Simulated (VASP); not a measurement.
C: single point with r2SCAN

C:

```
CELL_PARAMETERS angstrom
-2.35624 2.35624 2.42911
2.35624 -2.35624 2.42911
2.35624 2.35624 -2.42911
ATOMIC_POSITIONS crystal
C 0.32546 0.00000 0.00000
C 0.67454 0.67454 0.67454
C 0.00000 0.32546 0.00000
C 0.00000 0.00000 0.32546
C 0.00000 0.67454 0.00000
C 0.32546 0.32546 0.32546
C 0.67454 0.00000 0.00000
C 0.00000 0.00000 0.67454
```

This cell differs from its parent crystal: strain -0.030 along x and y, +0.000 along z.

- Program: VASP 6.6.1
- Task: single point
- Functional: r2SCAN
- Potentials or basis: VASP PAW PBE potentials, release 64 (C)
- Cutoff: 520 eV
- k mesh: 8 × 8 × 8
- Occupations: gaussian, width 0.05 eV
- Spin: no spin polarisation

```json
{
  "Pressure": "23.8 GPa",
  "Largest force": "0.841 eV/Å",
  "Band gap on the k mesh": "2.85 eV (least direct gap 3.52 eV)"
}
```

Forces on the atoms (eV/Å):
```
C   -0.550  0.550 -0.318
C   -0.550 -0.550  0.318
C    0.550 -0.550 -0.318
C    0.550  0.550  0.318
C   -0.550  0.550  0.318
C    0.550  0.550 -0.318
C    0.550 -0.550  0.318
C   -0.550 -0.550 -0.318
```

Stress tensor (GPa, compression positive):
```
30.44  0.00  0.00
 0.00 30.44  0.00
 0.00  0.00 10.44
```

Levels at points of the mesh, in eV from the valence-band top:
```
           k point  band 12  band 13  band 14  band 15  band 16  band 17  band 18  band 19  band 20  band 21
(0.00, 0.00, 0.00)    -6.00    -5.90    -0.60    -0.60    -0.13     3.39     4.73     4.73     8.40     9.21
(0.50, 0.00, 0.00)    -5.16    -3.75    -3.42    -2.84    -2.39     4.06     6.16     6.23     7.19     7.38
(0.50, 0.50, 0.00)    -5.33    -3.78    -3.36    -2.56    -2.48     4.28     5.08     6.19     6.48     7.88
(0.50, 0.50, 0.50)    -7.13    -6.46    -0.42     0.00     0.00     4.01     6.00     6.00     6.80     8.41
```

It took 7 min on 1 thread of AMD EPYC 7R43 64-Core Processor (Zen 3), with other jobs on the host, peak memory 0.17 GiB.

Caveat: the cell differs from its parent crystal (strain -0.030 along x and y, +0.000 along z); the stress differs along the axes, from 10 to 30 GPa; the PAW data sets were made with another functional, which shifts forces and pressure a little. A k mesh can miss the band edges.
